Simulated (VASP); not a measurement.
# Ge3N (Fm-3m) in VASP: further runs, part 2 of 2

VASP 6.6.1. Earlier steps stand in the parts before.

**5. Relaxation of cell and atoms, PBE**

This run uses another cell than the first one, of 19.31 Å³/atom.

Input file INCAR:

```
ALGO = Normal
EDIFF = 1E-7
EDIFFG = -0.04
ENCUT = 600
GGA = PE
IBRION = 2
ISIF = 3
ISMEAR = 0
LASPH = True
LCHARG = False
LREAL = False
LWAVE = False
NELM = 60
NSW = 90
PREC = Accurate
SIGMA = 0.1
```

Input file KPOINTS:

```
k-points
0
Gamma
  4 4 4
```

Input file POSCAR:

```
Ge3N
1.0
    0.0000000000      3.3798713500      3.3798713500
    3.3798713500      0.0000000000      3.3798713500
    3.3798713500      3.3798713500      0.0000000000
Ge N
3 1
Direct
    0.2500000000      0.2500000000      0.2500000000
    0.7500000000      0.7500000000      0.7500000000
    0.5000000000      0.5000000000      0.5000000000
    0.0000000000      0.0000000000      0.0000000000
```

Potentials or basis: VASP PAW PBE potentials, release 64 (Ge_d, N).

Command:

```console
cat potpaw_PBE.64/Ge_d/POTCAR potpaw_PBE.64/N/POTCAR > POTCAR
mpirun -np 1 vasp_std > vasp.out
```

OUTCAR:

```text
EDIFF = 1E-7
   EDIFFG = -0.04
   ENCUT = 600
   GGA = PE
   IBRION = 2
   ISIF = 3
   ISMEAR = 0
   LASPH = True
   LREAL = False
   NELM = 60
   NSW = 90
   PREC = Accurate

 ion  position               nearest neighbor table
   1  0.250  0.250  0.250-
   2  0.750  0.750  0.750-
   3  0.500  0.500  0.500-
   4  0.000  0.000  0.000-

  LATTYP: Found a face centered cubic cell.
 ALAT       =     6.7597427000

  Lattice vectors:

 A1 = (   0.0000000000,   3.3798713500,   3.3798713500)
 A2 = (   3.3798713500,   0.0000000000,   3.3798713500)
 A3 = (   3.3798713500,   3.3798713500,   0.0000000000)

Analysis of symmetry for initial positions (statically):
=====================================================================
 Subroutine PRICEL returns:
 Original cell was already a primitive cell.

 Routine SETGRP: Setting up the symmetry group for a
 face centered cubic supercell.

 Subroutine GETGRP returns: Found 48 space group operations
 (whereof 48 operations were pure point group operations)
 out of a pool of 48 trial point group operations.

The static configuration has the point symmetry O_h .

[... 136 lines left out ...]
 NGX is ok and might be reduce to    40
   NGX = 19   NGY = 19   NGZ = 19

--------------------------------------- Ionic step        1  -------------------------------------------

 number of electron      47.0000025 magnetization

 Free energy of the ion-electron system (eV)
  ---------------------------------------------------
  ext. energy  EPLUGINS =         0.00000000
  ---------------------------------------------------
  free energy    TOTEN  =       -16.78190992 eV

  energy without entropy =      -16.75877748  energy(sigma->0) =      -16.77034370

------------------------ aborting loop because EDIFF is reached ----------------------------------------

  FORCE on cell =-STRESS in cart. coord.  units (eV):
  Direction    XX          YY          ZZ          XY          YZ          ZX
  --------------------------------------------------------------------------------------
  -------------------------------------------------------------------------------------
  Total       -5.8457844     -5.8457844     -5.8457844     -0.0000000      0.0000000      0.0000000
  in kB     -121.2894057   -121.2894057   -121.2894057     -0.0000000      0.0000000      0.0000000
  external PRESSURE =    -121.2894057 kB  Pullay stress =       0.0000000 kB
[... 63 lines left out ...]
--------------------------------------- Ionic step        3  -------------------------------------------

 number of electron      46.9999998 magnetization

 Free energy of the ion-electron system (eV)
  ---------------------------------------------------
  ext. energy  EPLUGINS =         0.00000000
  ---------------------------------------------------
  free energy    TOTEN  =       -17.53231121 eV

  energy without entropy =      -17.51160379  energy(sigma->0) =      -17.52195750

 E-fermi :   7.0697     XC(G=0): -11.6471

 val. band max:        7.0479197620   @ k =   0.5000   0.2500   0.0000
 cond. band min:       7.2073886882   @ k =   0.5000   0.5000   0.0000
 fundamental gap:      0.1594689262
 Fermi energy:         7.0697084464

 k-point     1 :       0.0000    0.0000    0.0000
  band No.  band energies     occupation
      1     -18.1876      2.00000
      2     -18.1876      2.00000
      3     -18.1522      2.00000
      4     -18.1522      2.00000
      5     -18.1522      2.00000
      6     -18.1305      2.00000
[... 268 lines left out ...]
  FREE ENERGIE OF THE ION-ELECTRON SYSTEM (eV)
  ---------------------------------------------------
  free  energy   TOTEN  =       -17.5323112069 eV

  energy  without entropy=      -17.5116037932  energy(sigma->0) =      -17.52195750

 reached required accuracy - stopping structural energy minimisation
```

CONTCAR:

```text
Ge3N
   1.00000000000000
    -0.0000000000000000    3.1297894203538932    3.1297894203538932
     3.1297894203538932    0.0000000000000000    3.1297894203538932
     3.1297894203538932    3.1297894203538932   -0.0000000000000000
  Ge              N
     3     1
Direct
     0.2500000000000000    0.2500000000000000    0.2500000000000000
     0.7500000000000000    0.7500000000000000    0.7500000000000000
     0.5000000000000000    0.5000000000000000    0.5000000000000000
     0.0000000000000000    0.0000000000000000    0.0000000000000000

  0.00000000E+00  0.00000000E+00  0.00000000E+00
  0.00000000E+00  0.00000000E+00  0.00000000E+00
  0.00000000E+00  0.00000000E+00  0.00000000E+00
  0.00000000E+00  0.00000000E+00  0.00000000E+00
```

Run time: 2.8 min. Hardware: 1 thread of Intel Xeon 8259CL, shared host; peak memory 0.25 GiB.

What came out:

```yaml
Free_energy: -17.5323 eV
Relaxed_volume: 15.33 Å³/atom
Relaxed_cell: a = 4.426 Å, b = 4.426 Å, c = 4.426 Å, α = 60.00°, β = 60.00°, γ = 60.00°
Space_group_after_relaxing_to_0.1_Å: Fm-3m (No. 225)
Energy_gained_by_relaxing: 187.6 meV/atom
Ionic_steps: 3
Pressure_after_relaxing: -0.1 GPa
```

The path:
| step | energy change (eV) | largest force (eV/Å) | pressure (GPa) | volume (Å³) |
| --- | --- | --- | --- | --- |
| 1 | 0.0000 | 0.0000 | -12.13 | 77.22 |
| 2 | -0.7480 | 0.0000 | -1.03 | 62.01 |
| 3 | -0.7504 | 0.0000 | -0.05 | 61.32 |

Final structure:
```
Ge N
1.0
     0.00000    3.12979    3.12979
     3.12979    0.00000    3.12979
     3.12979    3.12979    0.00000
Ge N
3 1
Direct
  0.25000 0.25000 0.25000
  0.75000 0.75000 0.75000
  0.50000 0.50000 0.50000
  0.00000 0.00000 0.00000
```

Levels at points of the mesh, in eV from the Fermi level:
| k point | band 20 | band 21 | band 22 | band 23 | band 24 | band 25 | band 26 | band 27 | band 28 |
| --- | --- | --- | --- | --- | --- | --- | --- | --- | --- |
| (0.00, 0.00, 0.00) | -2.60 | -2.60 | -2.21 | -1.67 | -1.67 | -1.67 | -0.81 | -0.81 | -0.81 |
| (0.50, 0.00, 0.00) | -3.30 | -3.30 | -3.01 | -3.01 | -0.29 | 0.91 | 2.25 | 2.25 | 5.42 |
| (0.50, 0.50, 0.00) | -5.79 | -5.79 | 0.14 | 0.48 | 0.48 | 1.40 | 4.05 | 4.05 | 4.85 |

Caveat: the k points lie up to 0.43 Å⁻¹ apart in the final cell; the volume moved by over 15 % at a fixed basis, so the end points are rough; the highest band is partly filled, so the run has too few bands.

**6. The runs side by side**

| task | cell | k mesh | cutoff (eV) | gap on the mesh (eV) | pressure (GPa) |
| --- | --- | --- | --- | --- | --- |
| single point | a = 4.428 Å, angles 60.0°, 4 atoms | 4 × 4 × 4 | 520 | none | -0.1 |
| single point | a = 4.780 Å, angles 60.0°, 4 atoms | 4 × 4 × 4 | 520 | none | -12.1 |
| single point | a = 4.441 Å, angles 60.0°, 4 atoms | 6 × 6 × 6 | 520 | none | -0.2 |
| relaxation of cell and atoms | relaxed from a = 4.780 Å, angles 60.0°, 4 atoms | 4 × 4 × 4 | 600 | - | -0.1 |

Alike in all rows: level PBE; potentials or basis VASP PAW PBE potentials, release 64 (Ge_d, N); no spin polarisation; smearing gaussian 0.1 eV.

Caveats: some runs use coarse meshes; the volume moved by over 15 % at a fixed basis, so the end points are rough (at least some runs); the highest band is partly filled, so the run has too few bands (at least some runs).

Total energies depend on the potentials used, so only differences within one code and one set of settings carry meaning.
